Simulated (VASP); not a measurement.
Set up this calculation in VASP 6.6.1, as the native input.

* Task: single point
* Functional: PBE
* Potentials or basis: VASP PAW PBE potentials, release 64 (As)
* Cutoff: 520 eV
* k mesh: 4 × 4 × 4
* Occupations: gaussian, width 0.1 eV
* Spin: no spin polarisation
* Dipole correction: no
* Further INCAR settings: ALGO = Normal; EDIFF = 1e-06; NBANDS = 24

The structure of As lies in POSCAR:

```
As
1.0
    2.7182432300     -2.8225497200      0.0000000000
    2.7182432300      2.8225497200      0.0000000000
   -0.9856851900      0.0000000000      6.1663290000
As
6
Direct
    0.1584272600      0.4526645600      0.3780588900
    0.5473354400      0.8415727400      0.1219411100
    0.8415727400      0.5473354400      0.6219411100
    0.4526645600      0.1584272600      0.8780588900
    0.0000000000      0.5000000000      0.0000000000
    0.5000000000      0.0000000000      0.5000000000
```

The cell was generated, and may not be a known phase.

These files were run (other wordings do the same):

INCAR

```
ALGO = Normal
EDIFF = 1E-6
ENCUT = 520
GGA = PE
ISIF = 2
ISMEAR = 0
LASPH = T
LCHARG = F
LREAL = F
LWAVE = F
NBANDS = 24
NELM = 60
PREC = Accurate
SIGMA = 0.1
```

KPOINTS

```
k-points
0
Gamma
  4 4 4
```

Potentials or basis: VASP PAW PBE potentials, release 64 (As).

Run with:

```bash
$ cat potpaw_PBE.64/As/POTCAR > POTCAR
$ mpirun -np 1 vasp_std > vasp.out
```

It gave:

```
Pressure               : 57.6 GPa
Largest force          : 3.763 eV/Å
Band gap on the k mesh : zero (bands 15 and 16 overlap by 3.27 eV)
```

Caveat: the k points lie up to 0.40 Å⁻¹ apart, too coarse for converged energies and pressures of a metal; forces of over 1 eV/Å act on the atoms, so gaps and moduli don't describe the material at rest.

Run time: 27 s on 1 thread of AMD EPYC 9R45 96-Core Processor (Zen 5), on a shared host, peak memory 0.17 GiB.
